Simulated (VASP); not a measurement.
HPt6: single point with PBE

System: HPt6, a slab with vacuum.

```
Pt H
1.0
     5.61433    0.00000    0.00000
    -2.80716    4.86215    0.00000
     0.00000    0.00000   22.61927
Pt H
12 2
Direct
  0.33333 0.16667 0.17684
  0.33333 0.66667 0.17684
  0.83333 0.16667 0.17684
  0.83333 0.66667 0.17684
  0.16667 0.33333 0.27895
  0.16667 0.83333 0.27895
  0.66667 0.33333 0.27895
  0.66667 0.83333 0.27895
  0.00000 0.00000 0.38106
  0.00000 0.50000 0.38106
  0.50000 0.00000 0.38106
  0.50000 0.50000 0.38106
  0.21144 0.42287 0.49600
  0.28856 0.57713 0.49600
```

```
Program             : VASP 6.6.1
Task                : single point
Functional          : PBE
Potentials or basis : VASP PAW PBE potentials, release 64 (Pt, H)
Cutoff              : 520 eV
k mesh              : 6 × 6 × 1
Occupations         : gaussian, width 0.1 eV
Spin                : no spin polarisation
```

```yaml
Largest_force: 0.191 eV/Å
Band_gap_on_the_k_mesh: zero (bands 61 and 62 overlap by 0.76 eV)
```

Forces on the atoms (eV/Å):
```
Pt  -0.008  0.000  0.025
Pt   0.000 -0.006  0.023
Pt   0.008  0.000  0.025
Pt   0.000  0.010  0.017
Pt   0.000 -0.007 -0.030
Pt   0.007  0.001 -0.005
Pt   0.000  0.006 -0.045
Pt  -0.007  0.001 -0.005
Pt   0.000 -0.026 -0.050
Pt  -0.042  0.009 -0.071
Pt   0.000  0.004 -0.047
Pt   0.042  0.009 -0.071
H    0.000 -0.151  0.116
H    0.000  0.150  0.116
```

Levels at points of the mesh, in eV from the Fermi level:
| k point | band 58 | band 59 | band 60 | band 61 | band 62 | band 63 | band 64 | band 65 |
| --- | --- | --- | --- | --- | --- | --- | --- | --- |
| (0.00, 0.00, 0.00) | 0.20 | 0.54 | 0.54 | 0.55 | 0.59 | 0.59 | 0.59 | 1.09 |
| (0.50, 0.00, 0.00) | -0.59 | -0.49 | -0.12 | -0.10 | 0.03 | 0.03 | 0.27 | 0.27 |
| (0.00, 0.50, 0.00) | -0.59 | -0.48 | -0.12 | -0.10 | 0.03 | 0.04 | 0.27 | 0.27 |

Wall time 22 min on 1 thread of Intel(R) Xeon(R) 6975P-C (Granite Rapids) (shared host), peak memory 0.83 GiB.

Caveat: spin-orbit coupling is left out, which moves the levels of the heavy elements.
